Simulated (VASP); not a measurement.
CdSi2:

```xyz
3
Lattice="3.7088 0.0000 0.0000 -1.8544 3.2119 0.0000 0.0000 0.0000 5.1447" Properties=species:S:1:pos:R:3 pbc="T T T"
Cd    0.0000    0.0000    0.0000
Si    0.0000    2.1413    2.0848
Si    1.8544    1.0706    3.0600
```

| Quantity | Value |
| --- | --- |
| Program | VASP 6.6.1 |
| Task | relaxation of cell and atoms |
| Functional | PBE |
| Potentials or basis | VASP PAW PBE potentials, release 64 (Cd, Si) |
| Cutoff | 600 eV |
| k mesh | 15 × 15 × 8 |
| Occupations | gaussian, width 0.1 eV |
| Spin | no spin polarisation |

At the start: pressure 0.1 GPa; volume 20.43 Å³/atom.

Q: Where does the relaxation end?

A: Over 8 steps the energy falls by 7.3 meV/atom and the volume is 20.21 Å³/atom (-1.1 %); space group P-3m1 (No. 164, to 0.1 Å) before and after.

The path:
```tsv
step	energy change (eV)	largest force (eV/Å)	pressure (GPa)	volume (Å³)
1	0.0000	0.0143	0.14	61.29
2	-0.0168	0.0135	-0.40	61.43
3	-0.0195	0.0212	-0.64	61.50
4	-0.0196	0.0228	-0.69	61.51
5	-0.0212	0.0784	0.17	60.66
6	-0.0213	0.0701	0.04	60.78
7	-0.0217	0.0340	0.02	60.71
8	-0.0218	0.0001	0.01	60.64
```

Final structure:
```
Cd Si
1.0
     3.75041    0.00000    0.00000
    -1.87521    3.24795    0.00000
     0.00000    0.00000    4.97784
Cd Si
1 2
Direct
  0.00000 0.00000 0.00000
  0.33333 0.66667 0.40327
  0.66667 0.33333 0.59673
```
